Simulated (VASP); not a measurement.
Input of a VASP 6.6.1 run:

Contents of INCAR:

```
PREC = Accurate
ENCUT = 520
EDIFF = 1E-6
ISMEAR = 0
SIGMA = 0.1
LREAL = False
LASPH = True
NELM = 80
ALGO = Normal
ISIF = 2
LWAVE = False
LCHARG = False
GGA = PE
NBANDS = 50
```

Contents of KPOINTS:

```
regular mesh
0
Gamma
  4 4 4
```

Contents of POSCAR:

```
ZrGe5
1.0
    5.0728504700      0.0000000000      0.0000000000
    0.0000000000      5.0728504700      0.0000000000
    0.0000000000      0.0000000000      4.8989942400
Zr Ge
1 5
Direct
    0.5000000000      0.5000000000      0.5000000000
    0.7871864500      0.5000000000      0.0000000000
    0.2128135500      0.5000000000      0.0000000000
    0.5000000000      0.7871864500      0.0000000000
    0.5000000000      0.2128135500      0.0000000000
    0.0000000000      0.0000000000      0.5000000000
```

Potentials or basis: VASP PAW PBE potentials, release 64 (Zr_sv, Ge_d).

Launch:

```sh
$ cat potpaw_PBE.64/Zr_sv/POTCAR potpaw_PBE.64/Ge_d/POTCAR > POTCAR
$ mpirun -np 1 vasp_std > vasp.out
```

Task: Estimate the band gap on the k mesh.

Result: Zero (bands 41 and 42 overlap by 1.08 eV).

Task: Estimate the pressure.

Result: 28.6 GPa.

Task: Estimate the largest force.

Result: 6.441 eV/Å.

Forces in eV/Å, atoms in the order of the input:
```
Zr   0.000  0.000  0.000
Ge   6.441  0.000  0.000
Ge  -6.441  0.000  0.000
Ge   0.000  6.441  0.000
Ge   0.000 -6.441  0.000
Ge   0.000  0.000  0.000
```

Caveat: the cell stands under pressure; forces of over 1 eV/Å act on the atoms, so gaps and moduli don't describe the material at rest.
